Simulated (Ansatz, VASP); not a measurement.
**ZnSe: VASP beside Ansatz**

```xyz
2
Lattice="0.0000 2.3485 2.3485 2.3485 0.0000 2.3485 2.3485 2.3485 0.0000" Properties=species:S:1:pos:R:3 pbc="T T T"
Zn    0.0000    0.0000    0.0000
Se    1.1742    1.1742    1.1742
```

Alike in both runs: task single point; functional PBE; k mesh 11 × 11 × 11; occupations fermi-dirac, width 0.1 eV; no spin polarisation.

|  | VASP | Ansatz |
| --- | --- | --- |
| version | VASP 6.6.1 | Ansatz 0.2.0 |
| potentials or method | VASP PAW PBE potentials, release 64 (Zn, Se) | PAW with other files of Ansatz's library (level accurate), scalar-relativistic |
| plane-wave cutoff (eV) | 520 | 800 |
| valence electrons in the cell | 18 | 36 |

```tsv
	VASP	Ansatz	Ansatz less VASP
pressure (GPa)	133.0	131.1	-1.91
```

Both programs put the cell under a high pressure, so it lies far from rest at this level. The functional is the same, so the differences come from potentials, cutoffs and numerics. VASP's potentials hold 18 valence electrons a cell and Ansatz's 36, so a difference there can come from the potentials and not from the codes.

Noted on VASP's run: the cell as given lies far from equilibrium.
